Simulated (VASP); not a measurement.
SiC, 2 atoms in the cell. It takes space group Fm-3m (No. 225, cubic). The conventional cell has a = 4.028 Å, b = 4.028 Å, c = 4.028 Å, α = 90.00°, β = 90.00°, γ = 90.00°. Si (site symmetry m-3m) has 6 C at 2.01 Å within 2.7 Å. C (site symmetry m-3m) has 6 Si at 2.01 Å within 2.7 Å. 

```yaml
Program: VASP 6.6.1
Task: single point
Functional: r2SCAN
Potentials_or_basis: VASP PAW PBE potentials, release 64 (Si, C)
Cutoff: 520 eV
k_mesh: 8 × 8 × 8
Occupations: fermi-dirac, width 0.02 eV
Spin: no spin polarisation
Dipole_correction: no
Further_INCAR_settings: ALGO = Normal; EDIFF = 1e-07; NBANDS = 11
```

Potentials or basis: VASP PAW PBE potentials, release 64 (Si, C).

Run with:

```sh
$ cat potpaw_PBE.64/Si/POTCAR potpaw_PBE.64/C/POTCAR > POTCAR
$ cp INCAR.step1 INCAR
$ mpirun -np 1 vasp_std > vasp.out
$ cp INCAR.step2 INCAR
$ mpirun -np 1 vasp_std > vasp.out
```

Hardware: 1 thread of AMD EPYC 7R13 Processor (Zen 3), with other jobs on the host.

Q: Estimate the wall time of this run.

A: Wall time 31 s on 1 thread of AMD EPYC 7R13 Processor (Zen 3), on a shared host, peak memory 0.1 GiB. Counts: k points 29.
